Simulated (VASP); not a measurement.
A run of VASP 6.6.1:

Contents of INCAR:

```
ALGO = Fast
EDIFF = 1E-6
ENCUT = 520
ISIF = 2
ISMEAR = 0
LASPH = True
LCHARG = False
LREAL = False
LWAVE = False
NBANDS = 14
NELM = 80
PREC = Accurate
SIGMA = 0.1
```

The input KPOINTS:

```
k-points
0
Gamma
  10 10 10
```

The input POSCAR:

```
Li
1.0
    4.5276267880      0.0000000000      0.0000000000
    0.0000000000      4.5276267880      0.0000000000
    0.0000000000      0.0000000000      4.5276267880
Li
4
Direct
    0.8875292303      0.1124707697      0.6124707697
    0.3875292303      0.3875292303      0.3875292303
    0.1124707697      0.6124707697      0.8875292303
    0.6124707697      0.8875292303      0.1124707697
```

Potentials or basis: VASP PAW LDA potentials, release 64 (Li_sv).

Run with:

```console
$ cat potpaw_LDA.64/Li_sv/POTCAR > POTCAR
$ mpirun -np 1 vasp_std > vasp.out
```

Hardware: 1 thread of AMD EPYC 9R45 96-Core Processor (Zen 5), on a shared host.

Problem. How long does it take, and how much memory?

Solution. Run time: 57 s on 1 thread of AMD EPYC 9R45 96-Core Processor (Zen 5) (shared host), peak memory 0.17 GiB. Counts: scf iterations 13, k points 76.
